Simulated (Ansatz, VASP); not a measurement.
**Two plane-wave programs on BeS2**

```xyz
3
Lattice="0.0000 2.9481 2.9481 2.9481 0.0000 2.9481 2.9481 2.9481 0.0000" Properties=species:S:1:pos:R:3 pbc="T T T"
Be    0.0000    0.0000    0.0000
S     1.4741    1.4741    1.4741
S     4.4222    4.4222    4.4222
```

Change from the starting cell: species swapped into the ZrO2 type (Fm-3m, No. 225).

Alike in both runs: task single point; functional PBE; k mesh 6 × 6 × 6; occupations gaussian, width 0.1 eV; no spin polarisation.

```csv
,VASP,Ansatz
version,VASP 6.6.1,Ansatz 0.2.0
potentials or method,"VASP PAW PBE potentials, release 64 (Be, S), cutoff 520 eV","scalar-relativistic, plane waves, PAW"
valence electrons in the cell,14,14
```

|  | VASP | Ansatz | Ansatz less VASP |
| --- | --- | --- | --- |
| gap on the k mesh at the Fermi level (eV) | none | none | - |
| pressure (GPa) | -7.5 | -7.5 | +0.07 |

A gap of «none» marks a metal or a gap that the smearing closes. With one functional, cell and mesh, what is left measures potentials, basis and numerics.
